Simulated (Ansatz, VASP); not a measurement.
**NiAu: VASP beside Ansatz**

```
Ni Au
1.0
     1.36399    0.78750    4.41062
    -1.36399    0.78750    4.41062
     0.00000   -1.57500    4.41062
Ni Au
1 1
Direct
  0.50000 0.50000 0.50000
  0.00000 0.00000 0.00000
```

Alike in both runs: task relaxation of cell and atoms; functional PBEsol; k mesh 18 × 18 × 18; occupations gaussian, width 0.1 eV; no spin polarisation.

|  | VASP | Ansatz |
| --- | --- | --- |
| version | VASP 6.6.1 | Ansatz 0.2.0 |
| potentials or method | VASP PAW PBE potentials, release 64 (Ni, Au), cutoff 600 eV | scalar-relativistic, plane waves, PAW |
| valence electrons in the cell | 21 | 37 |

|  | VASP | Ansatz | Ansatz less VASP |
| --- | --- | --- | --- |
| gap on the k mesh at the Fermi level, each at its own relaxed structure (eV) | none | none | - |
| relaxed volume (Å³/atom) | 13.92 | 13.93 | +0.005 |
| relaxed length of the cell vector where the two differ most in proportion (Å) | 4.506 | 4.505 | -0.0004 |

VASP's potentials were made for PBE, not for PBEsol. A gap of «none» marks a metal or a gap that the smearing closes. VASP's potentials hold 21 valence electrons a cell and Ansatz's 37, so a difference there can come from the potentials and not from the codes.

Spin-orbit coupling is off throughout.
